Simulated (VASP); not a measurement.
Here is a VASP 6.6.1 calculation.

INCAR

```
SYSTEM = C
PREC = Accurate
ENCUT = 520
EDIFF = 1E-7
ISMEAR = 1
SIGMA = 0.0568
LREAL = .FALSE.
LASPH = .TRUE.
NELM = 80
ALGO = Normal
ISIF = 2
LWAVE = .FALSE.
LCHARG = .FALSE.
GGA = PE
NBANDS = 11
```

KPOINTS

```
regular mesh
0
G
  14 14 14
  0 0 0
```

The input POSCAR:

```
C
1.0
    0.0000000000      2.1270000000      3.3480000000
    1.2280000000      0.0000000000      3.3480000000
    1.2280000000      2.1270000000      0.0000000000
C
2
Direct
    0.1666700000      0.8333300000      0.1666700000
    0.8333300000      0.1666700000      0.8333300000
```

Potentials or basis: VASP PAW PBE potentials, release 64 (C).

Run with:

```console
$ cat potpaw_PBE.64/C/POTCAR > POTCAR
$ mpirun -np 1 vasp_std > vasp.out
```

(1) Estimate the largest force.

(2) Predict the pressure.

Answers

(1) 0.031 eV/Å.

(2) 5.1 GPa.

Caveat: the cell stands under pressure; this functional lacks dispersion, which binds layers or chains, so the pressure and a relaxed spacing across them are unreliable.
